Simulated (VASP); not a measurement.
Input of a VASP 6.6.1 run:

INCAR

```
SYSTEM = Al
PREC     = Accurate       ! precision mode
ENCUT    = 520            ! plane-wave cutoff, eV
EDIFF    = 1E-6           ! SCF threshold, eV
ISMEAR   = 0              ! smearing method
SIGMA    = 0.1            ! smearing width, eV
LREAL    = .False.        ! projectors in reciprocal space
LASPH    = .True.         ! aspherical terms in the spheres
NELM     = 60             ! most SCF steps
ALGO     = Normal         ! electronic algorithm
ISIF     = 2              ! what is computed and relaxed
LWAVE    = .False.        ! write WAVECAR
LCHARG   = .True.         ! write CHGCAR
GGA      = PE             ! functional
LELF     = .True.         ! ELF
LVHAR    = .True.       
NBANDS   = 10             ! bands
```

The input KPOINTS:

```
regular mesh
0
Gamma
  6 4 8
  0 0 0
```

POSCAR

```
Al
1.0
    2.7942298151      0.0000000000      0.0000000000
    0.0000000000      4.1233378118      0.0000000000
    0.0000000000      0.0000000000      2.8562162119
Al
2
Direct
    0.5000000000      0.0000000000      0.2502745157
    0.0000000000      0.5000000000      0.7497254843
```

Potentials or basis: VASP PAW PBE potentials, release 64 (Al).

Launch:

```bash
$ cat potpaw_PBE.64/Al/POTCAR > POTCAR
$ mpirun -np 1 vasp_std > vasp.out
```

(1) Predict the band gap on the k mesh.

(2) Estimate the pressure.

Results:

(1) zero (band 3 reaches 15.48 eV, above the bottom of band 4 at 3.51 eV).

(2) 0.0 GPa.

Caveat: the k points lie up to 0.38 Å⁻¹ apart.
